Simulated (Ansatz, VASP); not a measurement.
One calculation of GaSb, two programs

```
Sb Ga
1.0
    -1.55590    2.67500    2.89331
     1.55590   -2.67500    2.89331
     1.55590    2.67500   -2.89331
Sb Ga
1 1
Direct
  0.50000 0.50000 0.00000
  0.00000 0.00000 0.00000
```

Alike in both runs: task single point; functional PBE; k mesh 10 × 10 × 10; occupations gaussian, width 0.05 eV; no spin polarisation.

```csv
,VASP,Ansatz
version,VASP 6.6.1,Ansatz 0.2.0
potentials or method,"VASP PAW PBE potentials, release 64 (Sb, Ga_d), cutoff 520 eV","all-electron LAPW, scalar-relativistic"
```

|  | VASP | Ansatz | Ansatz less VASP |
| --- | --- | --- | --- |
| gap on the k mesh at the Fermi level (eV) | none | none | - |
| pressure (GPa) | -0.1 | -0.1 | +0.01 |
| traceless stress, the component that is largest in VASP (GPa) | 1.13 | 1.16 | +0.025 |

A gap of «none» marks a metal or a gap that the smearing closes. Ansatz ran all-electron here, and VASP with PAW potentials.

Spin-orbit coupling is off throughout.
